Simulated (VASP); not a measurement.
# Ge (I4/mmm) in VASP: notebook

Runs on Ge. Level: PBE+D3(BJ). Tasks: single point.

All numbers are computed with VASP 6.6.1; they aren't measurements. Logs are shortened: lines on timing, memory, paths and dates and some standing lists are left out, and cuts for length are marked.

## 1. The cell of the first run

The structure is tetragonal, space group I4/mmm (No. 139). The conventional cell has a = 2.923 Å, b = 2.923 Å, c = 4.071 Å, α = 90.00°, β = 90.00°, γ = 90.00°. Within 3.8 Å of Ge (site symmetry 4/mmm) lie 12 Ge at 2.90 to 2.92 Å.

## 2. Single point, PBE+D3(BJ) (strain -0.015 along x and y, -0.030 along z)

File INCAR:

```
SYSTEM = Ge
PREC = Accurate
ENCUT = 520
EDIFF = 1E-7
ISMEAR = 0
SIGMA = 0.15
LREAL = .False.
LASPH = .True.
NELM = 60
ALGO = Normal
ISIF = 2
LWAVE = .False.
LCHARG = .False.
GGA = PE
IVDW = 12
NBANDS = 13
```

File KPOINTS:

```
Automatic mesh
0
Gamma
  20 20 20
  0 0 0
```

File POSCAR:

```
Ge
1.0
    0.0000000000      2.0668851171      2.0354097092
    2.0668851171      0.0000000000      2.0354097092
    2.0668851171      2.0668851171      0.0000000000
Ge
1
Direct
    0.0000000000      0.0000000000      0.0000000000
```

Potentials or basis: VASP PAW PBE potentials, release 64 (Ge_d).

Launch:

```console
cat potpaw_PBE.64/Ge_d/POTCAR > POTCAR
mpirun -np 1 vasp_std > vasp.out
```

OUTCAR:

```text
SYSTEM = Ge
   PREC = Accurate
   ENCUT = 520
   EDIFF = 1E-7
   ISMEAR = 0
   LREAL = .False.
   LASPH = .True.
   NELM = 60
   ISIF = 2
   GGA = PE
   IVDW = 12
 IVDW          = 12

 ion  position               nearest neighbor table
   1  0.000  0.000  0.000-

  LATTYP: Found a body centered tetragonal cell.
 ALAT       =     2.9230169645
 C/A-ratio  =     1.3926773152

  Lattice vectors:

 A1 = (   0.0000000000,  -2.0668851171,  -2.0354097092)
 A2 = (   0.0000000000,   2.0668851171,  -2.0354097092)
 A3 = (   2.0668851171,   0.0000000000,   2.0354097092)

Analysis of symmetry for initial positions (statically):
=====================================================================
 Subroutine PRICEL returns:
 Original cell was already a primitive cell.

 Routine SETGRP: Setting up the symmetry group for a
 body centered tetragonal supercell.

 Subroutine GETGRP returns: Found 16 space group operations
 (whereof 16 operations were pure point group operations)
 out of a pool of 16 trial point group operations.

The static configuration has the point symmetry D_4h.

Analysis of symmetry for dynamics (positions and initial velocities):
=====================================================================
 Subroutine PRICEL returns:
 Original cell was already a primitive cell.

 Routine SETGRP: Setting up the symmetry group for a
 body centered tetragonal supercell.

 Subroutine GETGRP returns: Found 16 space group operations
 (whereof 16 operations were pure point group operations)
 out of a pool of 16 trial point group operations.

The dynamic configuration has the point symmetry D_4h.

 Subroutine INISYM returns: Found 16 space group operations
 (whereof 16 operations are pure point group operations),
 and found     1 'primitive' translations

----------------------------------------------------------------------------------------

                                     Primitive cell

  volume of cell :      17.3906

  direct lattice vectors                    reciprocal lattice vectors
     0.000000000  2.066885117  2.035409709    -0.241909914  0.241909914  0.245650789
     2.066885117  0.000000000  2.035409709     0.241909914 -0.241909914  0.245650789
     2.066885117  2.066885117  0.000000000     0.241909914  0.241909914 -0.245650789

  length of vectors
     2.900845872  2.900845872  2.923016964     0.421171132  0.421171132  0.421171132

  position of ions in fractional coordinates (direct lattice)
     0.000000000  0.000000000  0.000000000

  ion indices of the primitive-cell ions
   primitive index   ion index
                 1           1

----------------------------------------------------------------------------------------

 KPOINTS: Automatic mesh

Automatic generation of k-mesh.
 Grid dimensions read from file:
 generate k-points for:   20   20   20

 Generating k-lattice:

  Cartesian coordinates                     Fractional coordinates (reciprocal lattice)
    -0.012095496  0.012095496  0.012282539     0.050000000  0.000000000  0.000000000
     0.012095496 -0.012095496  0.012282539     0.000000000  0.050000000  0.000000000
     0.012095496  0.012095496 -0.012282539     0.000000000  0.000000000  0.050000000

  Length of vectors
     0.021058557  0.021058557  0.021058557

  Shift w.r.t. Gamma in fractional coordinates (k-lattice)
     0.000000000  0.000000000  0.000000000

 Subroutine IBZKPT returns following result:
 ===========================================

 Found    641 irreducible k-points:

 Following reciprocal coordinates:
            Coordinates               Weight
  0.000000  0.000000  0.000000      1.000000
  0.050000  0.000000  0.000000      8.000000
  0.100000  0.000000  0.000000      8.000000
  0.150000 -0.000000  0.000000      8.000000
  0.200000  0.000000  0.000000      8.000000
  0.250000  0.000000  0.000000      8.000000
[... 16 lines left out ...]
 -0.400000  0.050000  0.000000      8.000000
 -0.350000  0.050000  0.000000      8.000000
 [... further k-points ...]
   k-points           NKPTS =    641   k-points in BZ     NKDIM =    641   number of bands    NBANDS=     13
   number of dos      NEDOS =    301   number of ions     NIONS =      1
   total plane-waves  NPLWV =  13824
   dimension x,y,z NGX =    24 NGY =   24 NGZ =   24
   dimension x,y,z NGXF=    48 NGYF=   48 NGZF=   48
   ions per type =               1
   NGX,Y,Z   is equivalent  to a cutoff of  13.75, 13.75, 13.65 a.u.
   NGXF,Y,Z  is equivalent  to a cutoff of  27.51, 27.51, 27.30 a.u.
 SYSTEM =  Ge
   PREC   = accura    normal or accurate (medium, high low for compatibility)
   ISTART =      0    job   : 0-new  1-cont  2-samecut
   ICHARG =      2    charge: 1-file 2-atom 10-const
   ISPIN  =      1    spin polarized calculation?
   LNONCOLLINEAR =      F non collinear calculations
   LSORBIT =      F    spin-orbit coupling
   LASPH  =      T    aspherical Exc in radial PAW
   ENCUT  =  520.0 eV  38.22 Ry    6.18 a.u.   5.39  5.39  5.43*2*pi/ulx,y,z
   NELM   =     60;   NELMIN=  2; NELMDL= -5     # of ELM steps
   EDIFF  = 0.1E-06   stopping-criterion for ELM
   LREAL  =      F    real-space projection
   EDIFFG = 0.1E-05   stopping-criterion for IOM
   NSW    =      0    number of steps for IOM
   IBRION =     -1    ionic relax: 0-MD 1-quasi-New 2-CG
   NFREE  =      0    steps in history (QN), initial steepest desc. (CG)
   ISIF   =      2    stress and relaxation
   ISYM   =      2    0-nonsym 1-usesym 2-fastsym
   POTIM  = 0.5000    time-step for ionic-motion
   TEBEG  =    0.0;   TEEND  =   0.0 temperature during run
   PSTRESS=    0.0 pullay stress
   NELECT =      14.0000    total number of electrons
   NUPDOWN=      -1.0000    fix difference up-down
   EMIN   =  10.00;   EMAX   =-10.00  energy-range for DOS
   EFERMI =   0.00;   METHOD = LEGACY
   ISMEAR =     0;   SIGMA  =   0.15  broadening in eV -4-tet -1-fermi 0-gaus
   EFERMI_NEDOS =   21; number of points for ismear=-14 and -15
   IALGO  =     38    algorithm
   IMIX   =      4    mixing-type and parameters
     AMIX     =   0.40;   BMIX     =  1.00
     AMIX_MAG =   1.60;   BMIX_MAG =  1.00
  volume/ion in A,a.u.               =      17.39       117.36
  Fermi-wavevector in a.u.,A,eV,Ry     =   1.522928  2.877916 31.556119  2.319309
  Thomas-Fermi vector in A             =   2.631441
   LORBIT       =      0    0 simple, 1 ext, 2 COOP (PROOUT), +10 PAW based schemes
   GGA     = PE    functional components
   LHFCALC =     F    Hartree Fock is set to
   AEXX    =    0.0000 exact exchange contribution
   IVDW    =    12    specifies the selected vdW correction
   LEPSILON=     F    determine dielectric tensor
   LRPA    =     F    only Hartree local field effects (RPA)
 non-spin polarized calculation
 Gauss-broadening in eV      SIGMA  =   0.15
  energy-cutoff  :      520.00
  volume of cell :       17.39
 maximum number of plane-waves:       488
 NGX is ok and might be reduce to    24
   NGX = 11   NGY = 11   NGZ = 11

 number of electron      14.0000003 magnetization

 Free energy of the ion-electron system (eV)
  ---------------------------------------------------
  ext. energy  EPLUGINS =         0.00000000
  ---------------------------------------------------
  free energy    TOTEN  =        -4.12888344 eV

  energy without entropy =       -4.12300619  energy(sigma->0) =       -4.12594481

 E-fermi :   7.7879     XC(G=0): -11.7125

 val. band max:        7.7807823672   @ k =  -0.2500   0.4500   0.2500
 cond. band min:       7.7898685489   @ k =   0.4000   0.1000   0.2000
 fundamental gap:      0.0090861817
 Fermi energy:         7.7878829343

 k-point     1 :       0.0000    0.0000    0.0000
  band No.  band energies     occupation
      1     -17.0536      2.00000
      2     -17.0536      2.00000
      3     -17.0463      2.00000
      4     -16.9919      2.00000
      5     -16.9827      2.00000
      6      -6.1757      2.00000
      7      17.5225      0.00000
      8      17.5462      0.00000
      9      17.5462      0.00000
     10      22.3097      0.00000
     11      22.3097      0.00000
     12      22.4316      0.00000
     13      23.1501      0.00000

 k-point     2 :       0.0500    0.0000    0.0000
  band No.  band energies     occupation
      1     -17.0530      2.00000
      2     -17.0518      2.00000
      3     -17.0452      2.00000
      4     -16.9920      2.00000
      5     -16.9829      2.00000
      6      -6.1092      2.00000
      7      16.7749      0.00000
      8      17.4156      0.00000
      9      17.4174      0.00000
     10      21.7033      0.00000
     11      22.5213      0.00000
     12      22.5920      0.00000
     13      24.4578      0.00000

 k-point     3 :       0.1000    0.0000    0.0000
  band No.  band energies     occupation
      1     -17.0522      2.00000
      2     -17.0472      2.00000
      3     -17.0416      2.00000
      4     -16.9917      2.00000
      5     -16.9833      2.00000
      6      -5.9094      2.00000
      7      15.0609      0.00000
      8      17.0887      0.00000
      9      17.1310      0.00000
     10      21.2331      0.00000
     11      23.0535      0.00000
     12      23.1155      0.00000
     13      26.0669      0.00000

 k-point     4 :       0.1500   -0.0000    0.0000
  band No.  band energies     occupation
      1     -17.0521      2.00000
      2     -17.0417      2.00000
      3     -17.0364      2.00000
      4     -16.9895      2.00000
      5     -16.9824      2.00000
      6      -5.5762      2.00000
      7      13.0609      0.00000
      8      16.6806      0.00000
      9      16.7712      0.00000
     10      20.9178      0.00000
     11      23.5786      0.00000
     12      23.7091      0.00000
     13      26.2565      0.00000

 k-point     5 :       0.2000    0.0000    0.0000
  band No.  band energies     occupation
      1     -17.0525      2.00000
      2     -17.0382      2.00000
      3     -17.0324      2.00000
      4     -16.9833      2.00000
      5     -16.9783      2.00000
      6      -5.1096      2.00000
      7      11.0301      0.00000
      8      16.2722      0.00000
      9      16.4116      0.00000
     10      20.6856      0.00000
     11      23.4740      0.00000
     12      23.7881      0.00000
     13      25.6931      0.00000
[... 257 lines left out ...]
 k-point    22 :      -0.4500    0.0500    0.0000
  band No.  band energies     occupation
      1     -17.0575      2.00000
      2     -17.0471      2.00000
      3     -17.0425      2.00000
      4     -16.9309      2.00000
      5     -16.9285      2.00000
      6      -0.6115      2.00000
      7       2.1130      2.00000
      8      14.6856      0.00000
      9      14.9978      0.00000
     10      20.0481      0.00000
     11      20.9713      0.00000
     12      21.2006      0.00000
     13      23.6046      0.00000

 k-point    23 :      -0.4000    0.0500    0.0000
  band No.  band energies     occupation
      1     -17.0567      2.00000
      2     -17.0456      2.00000
      3     -17.0406      2.00000
      4     -16.9363      2.00000
      5     -16.9338      2.00000
      6      -1.5801      2.00000
      7       3.3899      2.00000
      8      14.5925      0.00000
      9      15.2592      0.00000
     10      20.4020      0.00000
     11      21.0027      0.00000
     12      21.0366      0.00000
     13      24.0480      0.00000

 k-point    24 :      -0.3500    0.0500    0.0000
  band No.  band energies     occupation
      1     -17.0556      2.00000
      2     -17.0430      2.00000
      3     -17.0375      2.00000
      4     -16.9479      2.00000
      5     -16.9405      2.00000
      6      -2.5686      2.00000
      7       4.9457      2.00000
      8      14.5800      0.00000
      9      15.5805      0.00000
     10      20.8014      0.00000
     11      21.0455      0.00000
     12      21.2143      0.00000
     13      24.6334      0.00000

 [... further k-points ...]

------------------------ aborting loop because EDIFF is reached ----------------------------------------

 Edisp (eV)   -0.38089

 E8    (eV) :    -0.1682

  FORCE on cell =-STRESS in cart. coord.  units (eV):
  Direction    XX          YY          ZZ          XY          YZ          ZX
  --------------------------------------------------------------------------------------
  -------------------------------------------------------------------------------------
  Total       0.63926     0.63926     0.63897     0.00000    -0.00000     0.00000
  in kB      58.89389    58.89389    58.86764     0.00000    -0.00000     0.00000
  external pressure =       58.89 kB  Pullay stress =        0.00 kB

 VOLUME and BASIS-vectors are now :
 -----------------------------------------------------------------------------
  energy-cutoff  :      520.00
  volume of cell :       17.39
      direct lattice vectors                 reciprocal lattice vectors
     0.000000000  2.066885117  2.035409709    -0.241909914  0.241909914  0.245650789
     2.066885117  0.000000000  2.035409709     0.241909914 -0.241909914  0.245650789
     2.066885117  2.066885117  0.000000000     0.241909914  0.241909914 -0.245650789

 POSITION                                       TOTAL-FORCE (eV/Angst)
 -----------------------------------------------------------------------------------
      0.00000      0.00000      0.00000         0.000000     -0.000000      0.000000
 -----------------------------------------------------------------------------------
    total drift:                               -0.000000      0.000000     -0.000000

  FREE ENERGIE OF THE ION-ELECTRON SYSTEM (eV)
  ---------------------------------------------------
  free  energy   TOTEN  =        -4.5097713613 eV

  energy  without entropy=       -4.5038941156  energy(sigma->0) =       -4.50683274
```

Run time: 60 s. Hardware: 1 thread of Intel Xeon 6975P-C, shared host; peak memory 0.26 GiB.

What came out:

| Property | Result |
| --- | --- |
| Free energy | -4.5098 eV |
| Pressure | 5.9 GPa |
| Band gap on the k mesh | zero (band 7 reaches 17.52 eV, above the bottom of band 8 at 5.07 eV) |
| Dispersion energy per atom | -0.381 eV |

Caveat: the cell differs from its parent crystal (strain -0.015 along x and y, -0.030 along z); pairwise dispersion overbinds metals, which lowers pressure and volume.

## 3. Single point, PBE+D3(BJ) (strain -0.015 along x and y, +0.000 along z)

File INCAR:

```
PREC = Accurate ; ENCUT = 520
EDIFF = 1E-6 ; ISMEAR = 0
SIGMA = 0.15 ; LREAL = False
LASPH = True ; NELM = 60
ALGO = Normal ; ISIF = 2
LWAVE = False ; LCHARG = False
GGA = PE ; IVDW = 12
NBANDS = 13
```

File KPOINTS:

```
regular mesh
0
Gamma
  20 20 20
```

File POSCAR:

```
Ge
1.0
    0.0000000000      2.0668851171      2.0983605250
    2.0668851171      0.0000000000      2.0983605250
    2.0668851171      2.0668851171      0.0000000000
Ge
1
Direct
    0.0000000000      0.0000000000      0.0000000000
```

Potentials or basis: VASP PAW PBE potentials, release 64 (Ge_d).

Launch:

```console
cat potpaw_PBE.64/Ge_d/POTCAR > POTCAR
mpirun -np 1 vasp_std > vasp.out
```

It took 50 s on 1 thread of Intel Xeon 6975P-C, shared host; peak memory 0.27 GiB.

The run converged. Its results:

* Free energy: -4.5251 eV
* Pressure: 3.1 GPa
* Band gap on the k mesh: zero (band 7 reaches 16.87 eV, above the bottom of band 8 at 4.75 eV)
* Dispersion energy per atom: -0.369 eV

Stress tensor (GPa, compression positive):
```
3.01 0.00 0.00
0.00 3.01 0.00
0.00 0.00 3.24
```

Levels at points of the mesh, in eV from the Fermi level:
| k point | band 3 | band 4 | band 5 | band 6 | band 7 | band 8 | band 9 | band 10 | band 11 | band 12 |
| --- | --- | --- | --- | --- | --- | --- | --- | --- | --- | --- |
| (0.00, 0.00, 0.00) | -24.82 | -24.77 | -24.76 | -13.69 | 9.43 | 9.43 | 9.45 | 14.27 | 14.39 | 14.39 |
| (0.50, 0.00, 0.00) | -24.81 | -24.71 | -24.71 | -8.06 | -5.93 | 7.05 | 7.37 | 12.48 | 12.97 | 13.12 |
| (0.50, 0.50, 0.00) | -24.71 | -24.70 | -24.70 | -5.77 | -4.71 | 2.85 | 2.85 | 6.75 | 6.83 | 29.24 |
| (0.50, 0.00, 0.50) | -24.71 | -24.70 | -24.69 | -5.47 | -4.54 | 2.53 | 2.67 | 6.46 | 6.64 | 28.56 |

Caveat: the cell differs from its parent crystal (strain -0.015 along x and y, +0.000 along z); pairwise dispersion overbinds metals, which lowers pressure and volume.

## 4. Single point, PBE+D3(BJ) (strain -0.015 along x and y, +0.030 along z)

File INCAR:

```
SYSTEM = Ge
PREC = Accurate
ENCUT = 520
EDIFF = 1E-7
ISMEAR = 0
SIGMA = 0.15
LREAL = .False.
LASPH = .True.
NELM = 100
ALGO = Normal
ISIF = 2
LWAVE = .False.
LCHARG = .False.
GGA = PE
IVDW = 12
NBANDS = 13
```

File KPOINTS:

```
Automatic mesh
0
Gamma
  20 20 20
  0 0 0
```

File POSCAR:

```
Ge
1.0
    0.0000000000      2.0668851171      2.1613113407
    2.0668851171      0.0000000000      2.1613113407
    2.0668851171      2.0668851171      0.0000000000
Ge
1
Direct
    0.0000000000      0.0000000000      0.0000000000
```

Launch:

```console
cat potpaw_PBE.64/Ge_d/POTCAR > POTCAR
mpirun -np 1 vasp_std > vasp.out
```

Run time: 63 s. Hardware: 1 thread of Intel Xeon 6975P-C, shared host; peak memory 0.27 GiB.

Results (log left out):

```yaml
Free_energy: -4.5342 eV
Pressure: 1.0 GPa
Band_gap_on_the_k_mesh: zero (band 7 reaches 16.24 eV, above the bottom of band 8 at 4.34 eV)
Dispersion_energy_per_atom: -0.358 eV
```

Stress tensor (GPa, compression positive):
```
0.65 0.00 0.00
0.00 0.65 0.00
0.00 0.00 1.61
```

Levels at points of the mesh, in eV from the Fermi level:
| k point | band 3 | band 4 | band 5 | band 6 | band 7 | band 8 | band 9 | band 10 | band 11 | band 12 |
| --- | --- | --- | --- | --- | --- | --- | --- | --- | --- | --- |
| (0.00, 0.00, 0.00) | -24.81 | -24.78 | -24.75 | -13.44 | 9.12 | 9.12 | 9.14 | 13.92 | 14.28 | 14.28 |
| (0.50, 0.00, 0.00) | -24.80 | -24.72 | -24.71 | -8.00 | -5.75 | 6.49 | 7.45 | 11.65 | 13.02 | 13.28 |
| (0.50, 0.50, 0.00) | -24.71 | -24.70 | -24.70 | -6.17 | -4.77 | 3.10 | 3.10 | 7.01 | 7.03 | 28.86 |
| (0.50, 0.00, 0.50) | -24.72 | -24.71 | -24.69 | -5.33 | -4.29 | 2.20 | 2.59 | 6.17 | 6.50 | 26.95 |

Caveat: the cell differs from its parent crystal (strain -0.015 along x and y, +0.030 along z); pairwise dispersion overbinds metals, which lowers pressure and volume.

## 5. Single point, PBE+D3(BJ)

This run uses another cell than the first one, of 18.47 Å³/atom, 1.062 times its volume.

File INCAR:

```
ALGO = Normal
EDIFF = 1E-6
ENCUT = 520
GGA = PE
ISIF = 2
ISMEAR = 0
IVDW = 12
LASPH = T
LCHARG = T
LELF = T
LREAL = F
LVHAR = T
LWAVE = F
NBANDS = 13
NELM = 80
PREC = Accurate
SIGMA = 0.15
```

File KPOINTS:

```
k-points
0
Gamma
  20 20 20
```

POSCAR is that of step 4.

Launch:

```console
cat potpaw_PBE.64/Ge_d/POTCAR > POTCAR
mpirun -np 1 vasp_std > vasp.out
```

It took 55 s on 1 thread of Intel Xeon 6975P-C, shared host; peak memory 0.27 GiB.

Results (log left out):

```yaml
Free_energy: -4.5342 eV
Pressure: 0.8 GPa
Band_gap_on_the_k_mesh: zero (band 7 reaches 16.24 eV, above the bottom of band 8 at 4.34 eV)
Dispersion_energy_per_atom: -0.358 eV
```

Stress tensor (GPa, compression positive):
```
0.53 0.00 0.00
0.00 0.53 0.00
0.00 0.00 1.49
```

Levels at points of the mesh, in eV from the Fermi level:
```
           k point  band 3  band 4  band 5  band 6  band 7  band 8  band 9  band 10  band 11  band 12
(0.00, 0.00, 0.00)  -24.81  -24.78  -24.75  -13.44    9.12    9.12    9.14    13.92    14.28    14.28
(0.50, 0.00, 0.00)  -24.80  -24.72  -24.71   -8.00   -5.75    6.49    7.45    11.65    13.02    13.28
(0.50, 0.50, 0.00)  -24.71  -24.70  -24.70   -6.17   -4.77    3.10    3.10     7.01     7.03    28.86
(0.50, 0.00, 0.50)  -24.72  -24.71  -24.69   -5.33   -4.29    2.20    2.59     6.17     6.50    26.95
```

Caveat: pairwise dispersion overbinds metals, which lowers pressure and volume.

## 6. Overview

```csv
cell,gap on the mesh (eV),pressure (GPa)
"a = 2.901, b = 2.901, c = 2.923 Å, angles 59.7, 59.7, 60.5°, 1 atom",none,5.9
"a = 2.945, b = 2.945, c = 2.923 Å, angles 60.3, 60.3, 59.5°, 1 atom",none,3.1
"a = 2.991, b = 2.991, c = 2.923 Å, angles 60.7, 60.7, 58.5°, 1 atom",none,0.8
```

Alike in all rows: task single point; level PBE+D3(BJ); potentials or basis VASP PAW PBE potentials, release 64 (Ge_d); no spin polarisation; k mesh 20 × 20 × 20; cutoff (eV) 520; smearing gaussian 0.15 eV.

Caveats: pairwise dispersion overbinds metals, which lowers pressure and volume.

Absolute energies hang on the potentials; compare differences alone.
